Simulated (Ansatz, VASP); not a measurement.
# One calculation of TiHg3Sb2, two programs

```
CELL_PARAMETERS angstrom
4.51272 0.00000 0.00000
-2.25636 3.90813 0.00000
0.00000 0.00000 9.16266
ATOMIC_POSITIONS crystal
Ti 0.00000 0.00000 0.00000
Hg 0.00000 0.00000 0.50000
Hg 0.33333 0.66667 0.13060
Hg 0.66667 0.33333 0.86940
Sb 0.33333 0.66667 0.74025
Sb 0.66667 0.33333 0.25975
```

Change from the starting cell: species swapped into the Sn3Te2Se type (P-3m1, No. 164).

Alike in both runs: functional PBE; k mesh 12 × 12 × 4; occupations gaussian, width 0.1 eV; no spin polarisation.

Ansatz relaxed the structure, and its values are those at the end. VASP's run is a single point on that final structure, the one shown.

```csv
,VASP,Ansatz
version,VASP 6.6.1,Ansatz 0.2.0
potentials or method,"VASP PAW PBE potentials, release 64 (Ti_sv, Hg, Sb), cutoff 520 eV","scalar-relativistic, plane waves, PAW"
valence electrons in the cell,58,102
```

```csv
,VASP,Ansatz,Ansatz less VASP
gap on the k mesh at the Fermi level (eV),none,none,-
pressure (GPa),0.1,0.0,-0.09
rms of the force components (eV/Å),0.008,0.001,-0.0073
```

A gap of «none» marks a metal or a gap that the smearing closes. VASP's potentials hold 58 valence electrons a cell and Ansatz's 102, so a difference there can come from the potentials and not from the codes.

Spin-orbit coupling is off throughout.
